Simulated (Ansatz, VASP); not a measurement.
**Two plane-wave programs on Ga2O3**

INCAR

```
ALGO = Normal ; EDIFF = 1E-6
ENCUT = 520 ; GGA = PE
ISIF = 2 ; ISMEAR = 0
LASPH = T ; LCHARG = F
LREAL = F ; LWAVE = F
NBANDS = 55 ; NELM = 100
PREC = Accurate ; SIGMA = 0.1
```

File KPOINTS:

```
k-points
0
Gamma
  6 6 4
```

POSCAR

```
Ga2O3
1.0
    6.1070000000     -1.5185500000      0.0000000000
    6.1070000000      1.5185500000      0.0000000000
   -1.3859889000      0.0000000000      5.6300087400
Ga O
4 6
Direct
    0.0905000000      0.0905000000      0.7946000000
    0.9095000000      0.9095000000      0.2054000000
    0.6586600000      0.6586600000      0.3140200000
    0.3413400000      0.3413400000      0.6859800000
    0.1645000000      0.1645000000      0.1098000000
    0.8355000000      0.8355000000      0.8902000000
    0.1733000000      0.1733000000      0.5632000000
    0.8267000000      0.8267000000      0.4368000000
    0.4959000000      0.4959000000      0.2566000000
    0.5041000000      0.5041000000      0.7434000000
```

Input for Ansatz:

```yaml
crystal:
  lattice:
    - [6.107, -1.51855, 0.0]
    - [6.107, 1.51855, 0.0]
    - [-1.3859889, 0.0, 5.63000874]
  atoms:
    - { symbol: Ga, position: [0.0905, 0.0905, 0.7946] }
    - { symbol: Ga, position: [0.9095, 0.9095, 0.2054] }
    - { symbol: Ga, position: [0.65866, 0.65866, 0.31402] }
    - { symbol: Ga, position: [0.34134, 0.34134, 0.68598] }
    - { symbol: O, position: [0.1645, 0.1645, 0.1098] }
    - { symbol: O, position: [0.8355, 0.8355, 0.8902] }
    - { symbol: O, position: [0.1733, 0.1733, 0.5632] }
    - { symbol: O, position: [0.8267, 0.8267, 0.4368] }
    - { symbol: O, position: [0.4959, 0.4959, 0.2566] }
    - { symbol: O, position: [0.5041, 0.5041, 0.7434] }
basis:
  ecutwfc: 420
kpoints:
  mp_grid: { grid: [6, 6, 4] }
hamiltonian:
  xc: pbe
  pseudopotentials: { kind: paw, azcp: { folder: soft_1 } }
scf:
  occupations: { method: gaussian, width: 0.1 }
output:
  forces: true
  stress: true
  eigenvalues: true
```

Alike in both runs: task single point; functional PBE; k mesh 6 × 6 × 4; occupations gaussian, width 0.1 eV; no spin polarisation.

|  | VASP | Ansatz |
| --- | --- | --- |
| version | VASP 6.6.1 | Ansatz 0.2.0 |
| potentials or method | VASP PAW PBE potentials, release 64 (Ga_d, O), cutoff 520 eV | scalar-relativistic, plane waves, PAW |
| valence electrons in the cell | 88 | 88 |

|  | VASP | Ansatz | Ansatz less VASP |
| --- | --- | --- | --- |
| gap on the k mesh at the Fermi level (eV) | 2.43 | 2.45 | +0.020 |
| least direct gap on the mesh (eV) | 2.44 | 2.46 | +0.018 |
| pressure (GPa) | 10.1 | 9.5 | -0.60 |
| traceless stress, the component that is largest in VASP (GPa) | 0.78 | 0.67 | -0.108 |
| rms of the force components (eV/Å) | 0.087 | 0.081 | -0.0062 |

Atom by atom the forces differ by 0.009 eV/Å (rms over components).
